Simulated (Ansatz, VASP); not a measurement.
**One calculation of Sb, two programs**

Contents of POSCAR:

```
Sb
1.0
    3.3545324186      0.0000000000      0.0000000000
   -1.6772662093      2.9051102923      0.0000000000
    0.0000000000      0.0000000000      5.4701606500
Sb
2
Direct
    0.6666666667      0.3333333333      0.7500000000
    0.3333333333      0.6666666667      0.2500000000
```

INCAR.step1

```
SYSTEM = Sb
PREC     = Accurate       ! precision mode
ENCUT    = 520            ! plane-wave cutoff, eV
EDIFF    = 1E-5           ! SCF threshold, eV
ISMEAR   = -1             ! smearing method
SIGMA    = 0.05           ! smearing width, eV
LREAL    = .False.        ! projectors in reciprocal space
LASPH    = .True.         ! aspherical terms in the spheres
NELM     = 100            ! most SCF steps
ALGO     = Normal         ! electronic algorithm
ISIF     = 2              ! what is computed and relaxed
LWAVE    = .True.         ! write WAVECAR
LCHARG   = .False.        ! write CHGCAR
NBANDS   = 12             ! bands
GGA      = PE             ! functional
```

INCAR.step2

```
SYSTEM = Sb
PREC     = Accurate       ! precision mode
ENCUT    = 520            ! plane-wave cutoff, eV
EDIFF    = 1E-6           ! SCF threshold, eV
ISMEAR   = -1             ! smearing method
SIGMA    = 0.05           ! smearing width, eV
LREAL    = .False.        ! projectors in reciprocal space
LASPH    = .True.         ! aspherical terms in the spheres
NELM     = 100            ! most SCF steps
ALGO     = Normal         ! electronic algorithm
ISIF     = 2              ! what is computed and relaxed
LWAVE    = .False.        ! write WAVECAR
LCHARG   = .False.        ! write CHGCAR
GGA      = PE             ! functional
LHFCALC  = .True.         ! exact exchange
AEXX     = 0.2            ! exact-exchange fraction
HFSCREEN = 0.2            ! screening, 1/A
PRECFOCK = Normal       
NBANDS   = 12             ! bands
ISTART   = 1
```

KPOINTS

```
Automatic mesh
0
Gamma
  5 5 3
  0 0 0
```

input.yaml

```yaml
crystal:
  lattice:
    - [3.3545324186, 0.0, 0.0]
    - [-1.6772662093, 2.9051102923, 0.0]
    - [0.0, 0.0, 5.47016065]
  atoms:
    - { symbol: Sb, position: [0.6666666667, 0.3333333333, 0.75] }
    - { symbol: Sb, position: [0.3333333333, 0.6666666667, 0.25] }
hamiltonian:
  xc: { exchange: pbe, correlation: pbe, exx: { coeff: 0.2, omega: 0.2 } }
  pseudopotentials: { kind: paw }
kpoints:
  mp_grid: { grid: [5, 5, 3] }
scf:
  occupations: { method: fermi_dirac, width: 0.05 }
output:
  forces: true
  stress: true
  eigenvalues: true
```

Alike in both runs: task single point; functional PBE-based screened hybrid with a share of 0.2 of exact exchange and HFSCREEN = 0.2; k mesh 5 × 5 × 3; occupations fermi-dirac, width 0.05 eV; no spin polarisation.

|  | VASP | Ansatz |
| --- | --- | --- |
| version | VASP 6.6.1 | Ansatz 0.2.0 |
| potentials or method | VASP PAW PBE potentials, release 64 (Sb) | Ansatz PAW |
| plane-wave cutoff (eV) | 520 | 420 |
| valence electrons in the cell | 10 | 30 |

Ansatz gave:

```
gap on the k mesh at the Fermi level (eV)                     : none
pressure (GPa)                                                : -1.4
traceless stress, the component that is largest in VASP (GPa) : 3.63
```

Question: What did VASP give for the same quantities?

Answer: gap on the k mesh at the Fermi level (eV): none; pressure (GPa): -2.2; traceless stress, the component that is largest in VASP (GPa): 3.58.

VASP's potentials were made for PBE, not for PBE-based screened hybrid. A gap of «none» marks a metal or a gap that the smearing closes. VASP's potentials hold 10 valence electrons a cell and Ansatz's 30, so a difference there can come from the potentials and not from the codes.

The k mesh is coarse, so the values compare programs but aren't converged. Spin-orbit coupling is off throughout.
